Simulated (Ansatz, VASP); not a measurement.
**Cu: VASP beside Ansatz**

POSCAR

```
Cu
1.0
    0.0000000000      1.7703736505      1.7703736505
    1.7703736505      0.0000000000      1.7703736505
    1.7703736505      1.7703736505      0.0000000000
Cu
1
Direct
    0.0000000000      0.0000000000      0.0000000000
```

File INCAR.step1:

```
SYSTEM = Cu
PREC     = Accurate       ! precision mode
ENCUT    = 520            ! plane-wave cutoff, eV
ISMEAR   = 0              ! smearing method
SIGMA    = 0.1            ! smearing width, eV
LREAL    = .FALSE.        ! projectors in reciprocal space
LASPH    = .TRUE.         ! aspherical terms in the spheres
NELM     = 60             ! most SCF steps
NBANDS   = 12             ! bands
GGA      = PE             ! functional
ALGO     = Normal         ! electronic algorithm
EDIFF    = 1E-4           ! SCF threshold, eV
LWAVE    = .TRUE.         ! write WAVECAR
LCHARG   = .FALSE.        ! write CHGCAR
```

INCAR.step2

```
SYSTEM = Cu
PREC     = Accurate       ! precision mode
ENCUT    = 520            ! plane-wave cutoff, eV
EDIFF    = 1E-7           ! SCF threshold, eV
ISMEAR   = 0              ! smearing method
SIGMA    = 0.1            ! smearing width, eV
LREAL    = .FALSE.        ! projectors in reciprocal space
LASPH    = .TRUE.         ! aspherical terms in the spheres
NELM     = 60             ! most SCF steps
ALGO     = Normal         ! electronic algorithm
ISIF     = 2              ! what is computed and relaxed
LWAVE    = .FALSE.        ! write WAVECAR
LCHARG   = .FALSE.        ! write CHGCAR
METAGGA  = R2SCAN         ! meta-GGA
LMIXTAU  = .TRUE.       
NBANDS   = 12             ! bands
ISTART   = 1
```

KPOINTS

```
Automatic mesh
0
G
  20 20 20
  0 0 0
```

Input for Ansatz:

```yaml
crystal:
  lattice:
    - [0.0, 1.7703736505, 1.7703736505]
    - [1.7703736505, 0.0, 1.7703736505]
    - [1.7703736505, 1.7703736505, 0.0]
  atoms:
    - { symbol: Cu, position: [0.0, 0.0, 0.0] }
basis:
  ecutwfc: 500
kpoints:
  mp_grid: { grid: [20, 20, 20] }
hamiltonian:
  xc: r2scan
scf:
  occupations: { method: gaussian, width: 0.1 }
output:
  forces: true
  stress: true
  eigenvalues: true
```

Alike in both runs: task single point; functional r2SCAN; k mesh 20 × 20 × 20; occupations gaussian, width 0.1 eV; no spin polarisation.

|  | VASP | Ansatz |
| --- | --- | --- |
| version | VASP 6.6.1 | Ansatz 0.2.0 |
| potentials or method | VASP PAW PBE potentials, release 64 (Cu), cutoff 520 eV | scalar-relativistic, plane waves, PAW |
| valence electrons in the cell | 11 | 19 |

|  | VASP | Ansatz | Ansatz less VASP |
| --- | --- | --- | --- |
| gap on the k mesh at the Fermi level (eV) | none | none | - |
| pressure (GPa) | 6.0 | 5.3 | -0.66 |

VASP's potentials were made for PBE, not for r2SCAN. A gap of «none» marks a metal or a gap that the smearing closes. VASP's potentials hold 11 valence electrons a cell and Ansatz's 19, so a difference there can come from the potentials and not from the codes.
